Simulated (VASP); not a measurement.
Input of a VASP 6.6.1 run:

File INCAR:

```
ALGO = Normal ; EDIFF = 1E-7
EDIFFG = -0.002 ; ENCUT = 520
GGA = PS ; IBRION = 2
ISIF = 2 ; ISMEAR = 0
LASPH = T ; LCHARG = F
LREAL = F ; LWAVE = F
NELM = 100 ; NSW = 60
PREC = Accurate ; SIGMA = 0.02
```

File KPOINTS:

```
k-points
0
Gamma
  9 9 6
```

File POSCAR:

```
C
1.0
    2.4893572949      0.0000000000      0.0000000000
   -1.2446786474      2.1558466565      0.0000000000
    0.0000000000      0.0000000000      4.2229976381
C
4
Direct
    0.3333333333      0.6666666667     -0.0002008248
    0.6666666667      0.3333333333      0.4997991752
    0.3333333333      0.6666666667      0.3742008248
    0.6666666667      0.3333333333      0.8742008248
```

Potentials or basis: VASP PAW PBE potentials, release 64 (C).

The run is started by

```console
$ cat potpaw_PBE.64/C/POTCAR > POTCAR
$ mpirun -np 1 vasp_std > vasp.out
```

Problem. What does it give for the energy gained by relaxing?

Solution. 0.0 meV/atom.

Problem. Predict the band gap on the k mesh.

Solution. 3.04 eV (least direct gap 4.77 eV).

Stress tensor (GPa, compression positive):
```
  5.89   0.00   0.00
  0.00   5.89   0.00
  0.00   0.00 -18.00
```

Caveat: the cell differs from its parent crystal (strained cell); the PAW data sets were made with another functional, which shifts forces and pressure a little; an odd mesh through Γ misses points on the zone boundary, where band edges can lie.
